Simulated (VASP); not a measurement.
# Co (P6_3/mmc) in VASP: notebook

The runs below take Co through single point, with PBE.

Program: VASP 6.6.1. These are calculated values, not measurements. Logs are shortened: lines on timing, memory, paths and dates and some standing lists are left out, and cuts for length are marked.

## 1. The cell of the first run

Symmetry: P6_3/mmc, No. 194, hexagonal system. The conventional cell has a = 2.514 Å, b = 2.514 Å, c = 8.230 Å, α = 90.00°, β = 90.00°, γ = 120.00°. Co (site symmetry -3m) has 12 Co at 2.51 to 2.52 Å within 3.3 Å. Within 3.3 Å of Co (site symmetry -6m2) lie 12 Co at 2.51 to 2.52 Å.

## 2. Single point, PBE, collinear spin, ferromagnetic start

Contents of INCAR:

```
PREC     = Accurate       # precision mode
ENCUT    = 520            # plane-wave cutoff, eV
EDIFF    = 1E-6           # SCF threshold, eV
ISMEAR   = -1             # smearing method
SIGMA    = 0.15           # smearing width, eV
LREAL    = F              # projectors in reciprocal space
LASPH    = T              # aspherical terms in the spheres
NELM     = 150            # most SCF steps
ALGO     = Normal         # electronic algorithm
ISIF     = 2              # what is computed and relaxed
LWAVE    = F              # write WAVECAR
LCHARG   = T              # write CHGCAR
ISPIN    = 2              # spin polarisation
MAGMOM   = 2.5 2.5 2.5 2.5 # initial moments
LORBIT   = 11             # projections on sites
LMAXMIX  = 4              # l up to which the mixer works
GGA      = PE             # functional
LELF     = T              # ELF
LVHAR    = T            
NBANDS   = 30             # bands
```

Contents of KPOINTS:

```
regular mesh
0
Gamma
  11 11 3
```

Contents of POSCAR:

```
Co
1.0
    2.5137244025      0.0000000000      0.0000000000
   -1.2568622012      2.1769491875      0.0000000000
    0.0000000000      0.0000000000      8.2295414916
Co
4
Direct
    0.0000000000      0.0000000000      0.0000000000
    0.3333333333      0.6666666667      0.2500000000
    0.0000000000      0.0000000000      0.5000000000
    0.6666666667      0.3333333333      0.7500000000
```

Potentials or basis: VASP PAW PBE potentials, release 64 (Co).

The run is started by

```console
cat potpaw_PBE.64/Co/POTCAR > POTCAR
mpirun -np 1 vasp_std > vasp.out
```

OUTCAR:

```text
PREC = Accurate
   ENCUT = 520
   EDIFF = 1E-6
   ISMEAR = -1
   LREAL = F
   LASPH = T
   NELM = 150
   ISIF = 2
   ISPIN = 2
   LORBIT = 11
   GGA = PE

 ion  position               nearest neighbor table
   1  0.000  0.000  0.000-   2 2.52   4 2.52   4 2.52   2 2.52   4 2.52   2 2.52
   2  0.333  0.667  0.250-   1 2.52   3 2.52   1 2.52   3 2.52   1 2.52   3 2.52
   3  0.000  0.000  0.500-   2 2.52   4 2.52   4 2.52   2 2.52   4 2.52   2 2.52
   4  0.667  0.333  0.750-   1 2.52   3 2.52   1 2.52   3 2.52   1 2.52   3 2.52

  LATTYP: Found a hexagonal cell.
 ALAT       =     2.5137244025
 C/A-ratio  =     3.2738439757

  Lattice vectors:

 A1 = (   2.5137244025,   0.0000000000,   0.0000000000)
 A2 = (  -1.2568622012,   2.1769491875,   0.0000000000)
 A3 = (   0.0000000000,   0.0000000000,   8.2295414916)

Analysis of symmetry for initial positions (statically):
=====================================================================
 Subroutine PRICEL returns:
 Original cell was already a primitive cell.

 Routine SETGRP: Setting up the symmetry group for a
 hexagonal supercell.

 Subroutine GETGRP returns: Found 24 space group operations
 (whereof 12 operations were pure point group operations)
 out of a pool of 24 trial point group operations.

The static configuration has the point symmetry D_3d.
 The point group associated with its full space group is D_6h.

Analysis of symmetry for dynamics (positions and initial velocities):
=====================================================================
 Subroutine PRICEL returns:
 Original cell was already a primitive cell.

 Routine SETGRP: Setting up the symmetry group for a
 hexagonal supercell.

 Subroutine GETGRP returns: Found 24 space group operations
 (whereof 12 operations were pure point group operations)
 out of a pool of 24 trial point group operations.

The dynamic configuration has the point symmetry D_3d.
 The point group associated with its full space group is D_6h.

Analysis of structural, dynamic, and magnetic symmetry:
=====================================================================
 Subroutine PRICEL returns:
 Original cell was already a primitive cell.

 Routine SETGRP: Setting up the symmetry group for a
 hexagonal supercell.

 Subroutine GETGRP returns: Found 24 space group operations
 (whereof 12 operations were pure point group operations)
 out of a pool of 24 trial point group operations.

The overall configuration has the point symmetry D_3d.
 The point group associated with its full space group is D_6h.
[... 125 lines left out ...]
  Fermi-wavevector in a.u.,A,eV,Ry     =   1.519364  2.871181 31.408595  2.308467
  Thomas-Fermi vector in A             =   2.628360
   LORBIT       =     11    0 simple, 1 ext, 2 COOP (PROOUT), +10 PAW based schemes
   GGA     = PE    functional components
   LHFCALC =     F    Hartree Fock is set to
   AEXX    =    0.0000 exact exchange contribution
   IVDW    =     0    specifies the selected vdW correction
   LEPSILON=     F    determine dielectric tensor
   LRPA    =     F    only Hartree local field effects (RPA)
 spin polarized calculation
  energy-cutoff  :      520.00
  volume of cell :       45.03
 maximum number of plane-waves:      1225
 NGX is ok and might be reduce to    20
   NGX =  9   NGY =  9   NGZ = 31

 number of electron      36.0000000 magnetization      10.0000000

 number of electron      36.0000023 magnetization       6.4692498

 Free energy of the ion-electron system (eV)
  ---------------------------------------------------
  ext. energy  EPLUGINS =         0.00000000
  ---------------------------------------------------
  free energy    TOTEN  =       -28.22900906 eV

  energy without entropy =      -27.89071649  energy(sigma->0) =      -28.05986277

 E-fermi :   9.8078     XC(G=0): -13.1881

 val. band max:        9.8031960011   @ k =   0.1818  -0.0000   0.3333
 cond. band min:       9.8085031543   @ k =   0.3636   0.0909   0.0000
 fundamental gap:      0.0053071532
 Fermi energy:         9.8077678488

 spin component 1

 k-point     1 :       0.0000    0.0000    0.0000
  band No.  band energies     occupation
      1       1.0448      1.00000
      2       3.1934      1.00000
      3       3.2104      1.00000
      4       4.7935      1.00000
      5       6.8698      1.00000
      6       6.8925      1.00000
[... 781 lines left out ...]
     29      25.7636      0.00000
     30      26.3727      0.00000

 [... further k-points ...]

 spin component 2

 k-point     1 :       0.0000    0.0000    0.0000
  band No.  band energies     occupation
      1       1.0447      1.00000
      2       3.2658      1.00000
      3       3.2700      1.00000
      4       5.7021      1.00000
      5       8.2047      0.99998
      6       8.2491      0.99997
[... 781 lines left out ...]
     29      26.0795      0.00000
     30      26.6881      0.00000

 [... further k-points ...]
[... 5 lines left out ...]
  --------------------------------------------------------------------------------------
  -------------------------------------------------------------------------------------
  Total       -1.8442338     -1.8442338     -2.2239893     -0.0000000      0.0000000      0.0000000
  in kB      -65.6122541    -65.6122539    -79.1228073     -0.0000000      0.0000000      0.0000000
  external PRESSURE =     -70.1157717 kB  Pullay stress =       0.0000000 kB

 VOLUME and BASIS-vectors are now :
 -----------------------------------------------------------------------------
  energy-cutoff  :      520.00
  volume of cell :       45.03
      direct lattice vectors                 reciprocal lattice vectors
     2.513724402  0.000000000  0.000000000     0.397816085  0.229679224  0.000000000
    -1.256862201  2.176949187  0.000000000     0.000000000  0.459358448  0.000000000
     0.000000000  0.000000000  8.229541492     0.000000000  0.000000000  0.121513453

 POSITION                                       TOTAL-FORCE (eV/Angst)
 -----------------------------------------------------------------------------------
      0.00000      0.00000      0.00000         0.000000      0.000000     -0.000000
     -0.00000      1.45130      2.05739         0.000000     -0.000000     -0.000000
      0.00000      0.00000      4.11477         0.000000      0.000000     -0.000000
      1.25686      0.72565      6.17216        -0.000000      0.000000      0.000000
 -----------------------------------------------------------------------------------
    total drift:                                0.000000     -0.000000      0.000000

  FREE ENERGIE OF THE ION-ELECTRON SYSTEM (eV)
  ---------------------------------------------------
  free  energy   TOTEN  =       -28.2290090571 eV

  energy  without entropy=      -27.8907164903  energy(sigma->0) =      -28.05986277

 total charge

# of ion       s       p       d       tot
------------------------------------------
    1        0.474   0.489   7.241   8.205
    2        0.474   0.492   7.236   8.201
    3        0.474   0.489   7.241   8.205
    4        0.474   0.492   7.236   8.201
--------------------------------------------------
tot          1.896   1.962  28.954  32.812

 magnetization (x)

# of ion       s       p       d       tot
------------------------------------------
    1       -0.014  -0.049   1.698   1.635
    2       -0.013  -0.050   1.712   1.649
    3       -0.014  -0.049   1.698   1.635
    4       -0.013  -0.050   1.712   1.649
--------------------------------------------------
tot         -0.055  -0.198   6.821   6.569
```

OSZICAR:

```text
N       E                     dE             d eps       ncg     rms          rms(c)
DAV:   1     0.235279954850E+03    0.23528E+03   -0.15564E+04  3880   0.161E+03
DAV:   2    -0.173259133308E+02   -0.25261E+03   -0.23592E+03  3846   0.307E+02
DAV:   3    -0.318378151589E+02   -0.14512E+02   -0.13689E+02  4266   0.992E+01
DAV:   4    -0.320938179193E+02   -0.25600E+00   -0.25557E+00  4782   0.127E+01
DAV:   5    -0.321045128000E+02   -0.10695E-01   -0.10694E-01  5168   0.204E+00    0.208E+01
DAV:   6    -0.288379238718E+02    0.32666E+01   -0.26311E+01  4296   0.750E+01    0.102E+01
DAV:   7    -0.282182863929E+02    0.61964E+00   -0.41862E+00  4354   0.305E+01    0.624E+00
DAV:   8    -0.291687506569E+02   -0.95046E+00   -0.39830E+00  4720   0.369E+01    0.149E+01
DAV:   9    -0.282376441364E+02    0.93111E+00   -0.21967E+00  4640   0.298E+01    0.263E+00
DAV:  10    -0.282289729440E+02    0.86712E-02   -0.12572E-01  5254   0.436E+00    0.559E-01
DAV:  11    -0.282293251091E+02   -0.35217E-03   -0.16576E-02  4482   0.111E+00    0.335E-01
DAV:  12    -0.282290155082E+02    0.30960E-03   -0.54748E-04  4650   0.282E-01    0.169E-01
DAV:  13    -0.282289437686E+02    0.71740E-04   -0.95743E-05  5492   0.133E-01    0.820E-02
DAV:  14    -0.282290032026E+02   -0.59434E-04   -0.74447E-05  5068   0.164E-01    0.243E-02
DAV:  15    -0.282290082902E+02   -0.50876E-05   -0.17538E-05  4652   0.391E-02    0.222E-02
DAV:  16    -0.282290090571E+02   -0.76690E-06   -0.50745E-06  2996   0.419E-02
   1 F= -.28229009E+02 E0= -.28059863E+02  d E =-.338293E+00  mag=     6.4692
```

stdout:

```text
POSCAR found type information on POSCAR Co
 POSCAR found :  1 types and       4 ions
 scaLAPACK will be used
 LDA part: xc-table for (Slater+PW92), standard interpolation
 POSCAR, INCAR and KPOINTS ok, starting setup
 FFT: planning ... GRIDC
 FFT: planning ... GRID_SOFT
 FFT: planning ... GRID
 WAVECAR not read
 entering main loop
```

It took 85 s on 1 thread of Intel Xeon Platinum 8488C (Sapphire Rapids), shared host; peak memory 0.21 GiB.

Results:

```yaml
Free_energy: -28.2290 eV
Pressure: -7.0 GPa
Net_moment: 6.47 μB per cell
Site_moments: Co +1.64, +1.65 (each value once) μB
Valence_electrons_inside_the_program's_atomic_spheres: Co 8.21, 8.20 (each value once)
```

Stress tensor (GPa, compression positive):
```
-6.56  0.00  0.00
 0.00 -6.56  0.00
 0.00  0.00 -7.91
```

Levels at points of the mesh, in eV from the Fermi level:
Spin up:
```
           k point  band 18  band 19  band 20  band 21  band 22  band 23  band 24  band 25
(0.00, 0.00, 0.00)    -1.50    -1.50    -1.23    -1.23    -0.86    -0.86    -0.25     5.81
```
Spin down:
| k point | band 12 | band 13 | band 14 | band 15 | band 16 | band 17 |
| --- | --- | --- | --- | --- | --- | --- |
| (0.00, 0.00, 0.00) | -0.79 | -0.79 | -0.75 | -0.75 | -0.31 | 0.07 |

Caveat: the cell stands under tension.

## 3. Single point, PBE, collinear spin, ferromagnetic start

This run uses another cell than the first one, of 11.54 Å³/atom.

Contents of INCAR:

```
SYSTEM = Co
ALGO = Normal
EDIFF = 1E-7
ENCUT = 520
GGA = PE
ISIF = 2
ISMEAR = -1
ISPIN = 2
LASPH = .True.
LCHARG = .False.
LMAXMIX = 4
LORBIT = 11
LREAL = .False.
LWAVE = .False.
MAGMOM = 2.5 2.5 2.5 2.5
NBANDS = 30
NELM = 150
PREC = Accurate
SIGMA = 0.15
```

Contents of KPOINTS:

```
k-points
0
Gamma
  11 11 3
  0 0 0
```

Contents of POSCAR:

```
Co
1.0
    2.5347607311      0.0000000000      0.0000000000
   -1.2673803656      2.1951671825      0.0000000000
    0.0000000000      0.0000000000      8.2984111495
Co
4
Direct
    0.0000000000      0.0000000000      0.0000000000
    0.3333333333      0.6666666667      0.2500000000
    0.0000000000      0.0000000000      0.5000000000
    0.6666666667      0.3333333333      0.7500000000
```

Potentials or basis: VASP PAW PBE potentials, release 64 (Co).

The run is started by

```console
cat potpaw_PBE.64/Co/POTCAR > POTCAR
mpirun -np 1 vasp_std > vasp.out
```

OUTCAR:

```text
SYSTEM = Co
   EDIFF = 1E-7
   ENCUT = 520
   GGA = PE
   ISIF = 2
   ISMEAR = -1
   ISPIN = 2
   LASPH = .True.
   LORBIT = 11
   LREAL = .False.
   NELM = 150
   PREC = Accurate

 ion  position               nearest neighbor table
   1  0.000  0.000  0.000-   2 2.54   4 2.54   4 2.54   2 2.54   4 2.54   2 2.54
   2  0.333  0.667  0.250-   1 2.54   3 2.54   1 2.54   3 2.54   1 2.54   3 2.54
   3  0.000  0.000  0.500-   2 2.54   4 2.54   4 2.54   2 2.54   4 2.54   2 2.54
   4  0.667  0.333  0.750-   1 2.54   3 2.54   1 2.54   3 2.54   1 2.54   3 2.54

  LATTYP: Found a hexagonal cell.
 ALAT       =     2.5347607311
 C/A-ratio  =     3.2738439758

[... 1817 lines left out ...]
     2.534760731  0.000000000  0.000000000     0.394514554  0.227773084  0.000000000
    -1.267380366  2.195167183  0.000000000     0.000000000  0.455546169  0.000000000
     0.000000000  0.000000000  8.298411149     0.000000000  0.000000000  0.120504996

 POSITION                                       TOTAL-FORCE (eV/Angst)
 -----------------------------------------------------------------------------------
      0.00000      0.00000      0.00000        -0.000000      0.000000     -0.000000
     -0.00000      1.46344      2.07460         0.000000     -0.000000      0.000000
      0.00000      0.00000      4.14921        -0.000000      0.000000     -0.000000
      1.26738      0.73172      6.22381        -0.000000      0.000000      0.000000
 -----------------------------------------------------------------------------------
    total drift:                                0.000000     -0.000000      0.000000

  FREE ENERGIE OF THE ION-ELECTRON SYSTEM (eV)
  ---------------------------------------------------
  free  energy   TOTEN  =       -28.1652203491 eV

  energy  without entropy=      -27.8160180816  energy(sigma->0) =      -27.99061922

 total charge

# of ion       s       p       d       tot
------------------------------------------
    1        0.465   0.470   7.226   8.160
    2        0.464   0.472   7.221   8.157
    3        0.465   0.470   7.226   8.160
    4        0.464   0.472   7.221   8.157
--------------------------------------------------
tot          1.858   1.883  28.894  32.634

 magnetization (x)

# of ion       s       p       d       tot
------------------------------------------
    1       -0.013  -0.048   1.725   1.663
    2       -0.013  -0.049   1.738   1.676
    3       -0.013  -0.048   1.725   1.663
    4       -0.013  -0.049   1.738   1.676
--------------------------------------------------
tot         -0.052  -0.194   6.925   6.679
```

OSZICAR:

```text
N       E                     dE             d eps       ncg     rms          rms(c)
DAV:   1     0.236034602195E+03    0.23603E+03   -0.15691E+04  3904   0.160E+03
[... 11 lines left out ...]
DAV:  13    -0.281651778617E+02    0.10487E-03   -0.11533E-04  5354   0.154E-01    0.797E-02
DAV:  14    -0.281652148351E+02   -0.36973E-04   -0.51100E-05  4948   0.134E-01    0.231E-02
DAV:  15    -0.281652205427E+02   -0.57076E-05   -0.15409E-05  5018   0.381E-02    0.217E-02
DAV:  16    -0.281652212689E+02   -0.72618E-06   -0.55812E-06  4920   0.456E-02    0.105E-02
DAV:  17    -0.281652206972E+02    0.57166E-06   -0.38181E-07  3968   0.523E-03    0.541E-03
DAV:  18    -0.281652203720E+02    0.32524E-06   -0.71115E-08  2316   0.416E-03    0.216E-03
DAV:  19    -0.281652203491E+02    0.22859E-07   -0.29501E-08  2238   0.289E-03
   1 F= -.28165220E+02 E0= -.27990619E+02  d E =-.349202E+00  mag=     6.5617
```

Run time: 1.7 min. Hardware: 1 thread of Intel Xeon Platinum 8488C (Sapphire Rapids), shared host; peak memory 0.21 GiB.

What came out:

```
Free energy                                           : -28.1652 eV
Pressure                                              : -10.9 GPa
Net moment                                            : 6.56 μB per cell
Site moments                                          : Co +1.66, +1.68 (each value once) μB
Valence electrons inside the program's atomic spheres : Co 8.16
```

Levels at points of the mesh, in eV from the Fermi level:
Spin up:
| k point | band 20 | band 21 | band 22 | band 23 | band 24 | band 25 |
| --- | --- | --- | --- | --- | --- | --- |
| (0.00, 0.00, 0.00) | -1.27 | -1.27 | -0.90 | -0.90 | -0.24 | 5.60 |
Spin down:
| k point | band 10 | band 11 | band 12 | band 13 | band 14 | band 15 | band 16 | band 17 | band 18 | band 19 |
| --- | --- | --- | --- | --- | --- | --- | --- | --- | --- | --- |
| (0.00, 0.00, 0.00) | -1.01 | -1.01 | -0.75 | -0.75 | -0.72 | -0.72 | -0.30 | 0.08 | 0.08 | 0.39 |

Caveat: the cell stands under tension.
